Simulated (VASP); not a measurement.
# Cd2Se (P4/nmm) in VASP: a series of runs, part 2 of 2

VASP 6.6.1.

**3. Single point, PBE**

This run uses another cell than the first one, of 22.77 Å³/atom, 0.886 times its volume.

Contents of INCAR:

```
PREC = Accurate
ENCUT = 520
EDIFF = 1E-7
ISMEAR = 0
SIGMA = 0.1
LREAL = F
LASPH = T
NELM = 60
ALGO = Normal
ISIF = 2
LWAVE = F
LCHARG = F
GGA = PE
NBANDS = 39
```

Contents of KPOINTS:

```
regular mesh
0
Gamma
  4 4 4
```

Contents of POSCAR:

```
Cd2Se
1.0
    4.4737558648      0.0000000000      0.0000000000
    0.0000000000      4.4737558648      0.0000000000
    0.0000000000      0.0000000000      6.8260638708
Cd Se
4 2
Direct
    0.0000000000      0.0000000000      0.0000000000
    0.5000000000      0.5000000000      0.0000000000
    0.0000000000      0.5000000000      0.2700000000
    0.5000000000      0.0000000000      0.7300000000
    0.0000000000      0.5000000000      0.7000000000
    0.5000000000      0.0000000000      0.3000000000
```

Potentials or basis: VASP PAW PBE potentials, release 64 (Cd, Se).

Started as:

```bash
$ cat potpaw_PBE.64/Cd/POTCAR potpaw_PBE.64/Se/POTCAR > POTCAR
$ mpirun -np 1 vasp_std > vasp.out
```

OUTCAR:

```text
PREC = Accurate
   ENCUT = 520
   EDIFF = 1E-7
   ISMEAR = 0
   LREAL = F
   LASPH = T
   NELM = 60
   ISIF = 2
   GGA = PE

 ion  position               nearest neighbor table
   1  0.000  0.000  0.000-   3 2.90   4 2.90   3 2.90   4 2.90   5 3.03   5 3.03   6 3.03   6 3.03
                             2 3.16   2 3.16   2 3.16   2 3.16
   2  0.500  0.500  0.000-   3 2.90   4 2.90   4 2.90   3 2.90   5 3.03   6 3.03   6 3.03   5 3.03
                             1 3.16   1 3.16   1 3.16   1 3.16
   3  0.000  0.500  0.270-   1 2.90   2 2.90   1 2.90   2 2.90   5 2.94   6 3.17   6 3.17   6 3.17
                             6 3.17
   4  0.500  0.000  0.730-   1 2.90   2 2.90   2 2.90   1 2.90   6 2.94   5 3.17   5 3.17   5 3.17
                             5 3.17
   5  0.000  0.500  0.700-   3 2.94   2 3.03   1 3.03   1 3.03   2 3.03   4 3.17   4 3.17   4 3.17
                             4 3.17
   6  0.500  0.000  0.300-   4 2.94   2 3.03   1 3.03   2 3.03   1 3.03   3 3.17   3 3.17   3 3.17
                             3 3.17

  LATTYP: Found a simple tetragonal cell.
 ALAT       =     4.4737558648
 C/A-ratio  =     1.5258016032

  Lattice vectors:

 A1 = (   4.4737558648,   0.0000000000,   0.0000000000)
 A2 = (   0.0000000000,   4.4737558648,   0.0000000000)
 A3 = (   0.0000000000,   0.0000000000,   6.8260638708)

Analysis of symmetry for initial positions (statically):
=====================================================================
 Subroutine PRICEL returns:
 Original cell was already a primitive cell.

 Routine SETGRP: Setting up the symmetry group for a
 simple tetragonal supercell.

 Subroutine GETGRP returns: Found 16 space group operations
 (whereof  8 operations were pure point group operations)
 out of a pool of 16 trial point group operations.

The static configuration has the point symmetry D_2d.
 The point group associated with its full space group is D_4h.

Analysis of symmetry for dynamics (positions and initial velocities):
=====================================================================
 Subroutine PRICEL returns:
[... 134 lines left out ...]
  Thomas-Fermi vector in A             =   2.378651
   LORBIT       =      0    0 simple, 1 ext, 2 COOP (PROOUT), +10 PAW based schemes
   GGA     = PE    functional components
   LHFCALC =     F    Hartree Fock is set to
   AEXX    =    0.0000 exact exchange contribution
   IVDW    =     0    specifies the selected vdW correction
   LEPSILON=     F    determine dielectric tensor
   LRPA    =     F    only Hartree local field effects (RPA)
 non-spin polarized calculation
 Gauss-broadening in eV      SIGMA  =   0.10
  energy-cutoff  :      520.00
  volume of cell :      136.62
 maximum number of plane-waves:      3741
 NGX is ok and might be reduce to    36
   NGX = 17   NGY = 17   NGZ = 25

 number of electron      60.0000028 magnetization

 Free energy of the ion-electron system (eV)
  ---------------------------------------------------
  ext. energy  EPLUGINS =         0.00000000
  ---------------------------------------------------
  free energy    TOTEN  =        -9.79347280 eV

  energy without entropy =       -9.78048636  energy(sigma->0) =       -9.78697958

 E-fermi :   3.2704     XC(G=0): -10.3698

 val. band max:        3.2584396662   @ k =   0.2500   0.2500   0.0000
 cond. band min:       3.3021971859   @ k =   0.5000   0.5000   0.0000
 fundamental gap:      0.0437575197
 Fermi energy:         3.2704187471

 k-point     1 :       0.0000    0.0000    0.0000
  band No.  band energies     occupation
      1     -10.3077      2.00000
      2      -9.8330      2.00000
      3      -6.7161      2.00000
      4      -6.6078      2.00000
      5      -6.6078      2.00000
      6      -6.5718      2.00000
[... 745 lines left out ...]
     38       9.3125      0.00000
     39      11.1196      0.00000

------------------------ aborting loop because EDIFF is reached ----------------------------------------

  FORCE on cell =-STRESS in cart. coord.  units (eV):
  Direction    XX          YY          ZZ          XY          YZ          ZX
  --------------------------------------------------------------------------------------
  -------------------------------------------------------------------------------------
  Total        4.6349883      4.6349883      3.5687691      0.0000000     -0.0000000      0.0000000
  in kB       54.3556031     54.3556031     41.8517983      0.0000000     -0.0000000      0.0000000
  external PRESSURE =      50.1876681 kB  Pullay stress =       0.0000000 kB

 VOLUME and BASIS-vectors are now :
 -----------------------------------------------------------------------------
  energy-cutoff  :      520.00
  volume of cell :      136.62
      direct lattice vectors                 reciprocal lattice vectors
     4.473755865  0.000000000  0.000000000     0.223525832  0.000000000  0.000000000
     0.000000000  4.473755865  0.000000000     0.000000000  0.223525832  0.000000000
     0.000000000  0.000000000  6.826063871     0.000000000  0.000000000  0.146497311

 POSITION                                       TOTAL-FORCE (eV/Angst)
 -----------------------------------------------------------------------------------
      0.00000      0.00000      0.00000        -0.000000     -0.000000      0.000000
      2.23688      2.23688      0.00000        -0.000000      0.000000      0.000000
      0.00000      2.23688      1.84304        -0.000000      0.000000      1.442075
      2.23688      0.00000      4.98303         0.000000      0.000000     -1.442075
      0.00000      2.23688      4.77824        -0.000000      0.000000     -0.849202
      2.23688      0.00000      2.04782        -0.000000     -0.000000      0.849202
 -----------------------------------------------------------------------------------
    total drift:                                0.000000      0.000000      0.000000

  FREE ENERGIE OF THE ION-ELECTRON SYSTEM (eV)
  ---------------------------------------------------
  free  energy   TOTEN  =        -9.7934728038 eV

  energy  without entropy=       -9.7804863641  energy(sigma->0) =       -9.78697958
```

OSZICAR:

```text
N       E                     dE             d eps       ncg     rms          rms(c)
DAV:   1     0.459933283614E+03    0.45993E+03   -0.30490E+04  1412   0.148E+03
DAV:   2     0.116505498397E+02   -0.44828E+03   -0.43263E+03  1523   0.381E+02
DAV:   3    -0.107718252728E+02   -0.22422E+02   -0.22170E+02  1586   0.866E+01
DAV:   4    -0.109677998879E+02   -0.19597E+00   -0.19591E+00  1502   0.685E+00
DAV:   5    -0.109688012769E+02   -0.10014E-02   -0.10014E-02  1593   0.448E-01    0.921E+00
DAV:   6    -0.979691709598E+01    0.11719E+01   -0.34831E+00  1738   0.129E+01    0.822E+00
DAV:   7    -0.980401607755E+01   -0.70990E-02   -0.44084E-01  1439   0.363E+00    0.449E+00
DAV:   8    -0.979466639752E+01    0.93497E-02   -0.35860E-02  1544   0.156E+00    0.574E-01
DAV:   9    -0.979330681630E+01    0.13596E-02   -0.67737E-03  1566   0.619E-01    0.128E-01
DAV:  10    -0.979341741631E+01   -0.11060E-03   -0.93908E-04  1523   0.149E-01    0.718E-02
DAV:  11    -0.979347647257E+01   -0.59056E-04   -0.14726E-04  1502   0.718E-02    0.153E-02
DAV:  12    -0.979347235496E+01    0.41176E-05   -0.23629E-05  1566   0.284E-02    0.586E-03
DAV:  13    -0.979347284761E+01   -0.49265E-06   -0.23284E-06  1572   0.983E-03    0.309E-03
DAV:  14    -0.979347280377E+01    0.43847E-07   -0.22881E-07  1385   0.266E-03
   1 F= -.97934728E+01 E0= -.97869796E+01  d E =-.129864E-01
```

Run time: 36 s. Hardware: 1 thread of Intel Xeon 6975P-C (Granite Rapids), shared host; peak memory 0.29 GiB.

What came out:

| Item | Value |
| --- | --- |
| Free energy | -9.7935 eV |
| Pressure | 5.0 GPa |
| Largest force | 1.442 eV/Å |
| Band gap on the k mesh | zero (band 30 reaches 3.40 eV, above the bottom of band 31 at 3.25 eV) |

Forces in eV/Å, atoms in the order of the input:
```
Cd   0.000  0.000  0.000
Cd   0.000  0.000  0.000
Cd   0.000  0.000  1.442
Cd   0.000  0.000 -1.442
Se   0.000  0.000 -0.849
Se   0.000  0.000  0.849
```

Stress tensor (GPa, compression positive):
```
5.44 0.00 0.00
0.00 5.44 0.00
0.00 0.00 4.19
```

Levels at points of the mesh, in eV from the Fermi level:
```
           k point  band 27  band 28  band 29  band 30  band 31  band 32  band 33  band 34
(0.00, 0.00, 0.00)    -3.29    -1.97    -1.97    -0.85     0.87     2.34     2.34     3.74
(0.50, 0.00, 0.00)    -2.03    -2.03     0.13     0.13     0.54     0.54     2.82     2.82
(0.50, 0.50, 0.00)    -3.71    -3.71    -2.76    -2.76     0.03     0.03     4.45     4.45
(0.00, 0.00, 0.50)    -2.60    -2.60    -2.43    -0.36     0.34     0.96     2.34     2.34
(0.50, 0.00, 0.50)    -1.92    -1.92    -1.54    -1.54     1.19     1.19     2.18     2.18
(0.50, 0.50, 0.50)    -4.54    -4.54    -0.44    -0.44     0.77     0.77     1.31     1.31
```

Caveat: forces of over 1 eV/Å act on the atoms, so gaps and moduli don't describe the material at rest.
